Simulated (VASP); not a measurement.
Wanted: the native input for a VASP 6.6.1 run.

```yaml
Task: single point
Functional: PBE
Potentials_or_basis: VASP PAW PBE potentials, release 64 (Mg, Cd, Se)
Cutoff: 600 eV
k_mesh: 6 × 6 × 6
Occupations: gaussian, width 0.02 eV
Spin: no spin polarisation
Dipole_correction: no
Further_INCAR_settings: ALGO = Normal; EDIFF = 1e-06; NBANDS = 41
```

The structure of MgCd3Se4 lies in POSCAR:

```
MgCd3Se4
1.0
   -3.0096957239      3.0096957239      6.0171371534
    3.0096957239     -3.0096957239      6.0171371534
    3.0096957239      3.0096957239     -6.0171371534
Mg Cd Se
1 3 4
Direct
    0.0000000000      0.0000000000      0.0000000000
    0.2500000000      0.7500000000      0.5000000000
    0.7500000000      0.2500000000      0.5000000000
    0.5000000000      0.5000000000      0.0000000000
    0.8785050471      0.3655822355      0.0000000000
    0.3655822355      0.8785050471      0.0000000000
    0.1214949529      0.1214949529      0.4870771884
    0.6344177645      0.6344177645      0.5129228116
```

One way to write it, as run:

INCAR

```
PREC     = Accurate       # precision mode
ENCUT    = 600            # plane-wave cutoff, eV
EDIFF    = 1E-6           # SCF threshold, eV
ISMEAR   = 0              # smearing method
SIGMA    = 0.02           # smearing width, eV
LREAL    = F              # projectors in reciprocal space
LASPH    = T              # aspherical terms in the spheres
NELM     = 120            # most SCF steps
ALGO     = Normal         # electronic algorithm
ISIF     = 2              # what is computed and relaxed
LWAVE    = F              # write WAVECAR
LCHARG   = F              # write CHGCAR
GGA      = PE             # functional
NBANDS   = 41             # bands
GGA_COMPAT= F
```

KPOINTS

```
Automatic mesh
0
Gamma
  6 6 6
```

Potentials or basis: VASP PAW PBE potentials, release 64 (Mg, Cd, Se).

Command:

```console
$ cat potpaw_PBE.64/Mg/POTCAR potpaw_PBE.64/Cd/POTCAR potpaw_PBE.64/Se/POTCAR > POTCAR
$ mpirun -np 1 vasp_std > vasp.out
```

It gave:

```
Pressure               : 3.4 GPa
Largest force          : 0.033 eV/Å
Band gap on the k mesh : 1.16 eV
```

Caveat: the cell stands under pressure.

Wall time 4.3 min on 1 thread of Intel(R) Xeon(R) 6975P-C (Granite Rapids), on a shared host, peak memory 0.67 GiB.
